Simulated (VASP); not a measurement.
The system is In3Se.

```xyz
4
Lattice="4.8038 0.0000 0.0000 0.0000 4.8038 0.0000 0.0000 0.0000 4.8038" Properties=species:S:1:pos:R:3 pbc="T T T"
In    0.0000    2.4019    2.4019
In    2.4019    0.0000    2.4019
In    2.4019    2.4019    0.0000
Se    0.0000    0.0000    0.0000
```

| Property | Result |
| --- | --- |
| Program | VASP 6.6.1 |
| Task | relaxation of cell and atoms |
| Functional | r2SCAN |
| Dispersion | rVV10 |
| Potentials or basis | VASP PAW PBE potentials, release 64 (In_d, Se) |
| Cutoff | 600 eV |
| k mesh | 10 × 10 × 10 |
| Occupations | gaussian, width 0.1 eV |
| Spin | no spin polarisation |

At the start: pressure -2.1 GPa; volume 27.71 Å³/atom.

Q: Where does the relaxation end?

A: Over 3 steps the energy falls by 10.6 meV/atom and the volume is 26.16 Å³/atom (-5.6 %); space group Pm-3m (No. 221, to 0.1 Å) before and after.

The path:
```
step  energy change (eV)  largest force (eV/Å)  pressure (GPa)  volume (Å³)
   1              0.0000                0.0000           -2.07       110.85
   2             -0.0419                0.0000           -0.23       105.22
   3             -0.0423                0.0000            0.00       104.63
```

Final structure:
```
In Se
1.0
     4.71212    0.00000    0.00000
     0.00000    4.71212    0.00000
     0.00000    0.00000    4.71212
In Se
3 1
Direct
  0.00000 0.50000 0.50000
  0.50000 0.00000 0.50000
  0.50000 0.50000 0.00000
  0.00000 0.00000 0.00000
```

Caveat: the PAW data sets were made with another functional, which shifts forces and pressure a little.
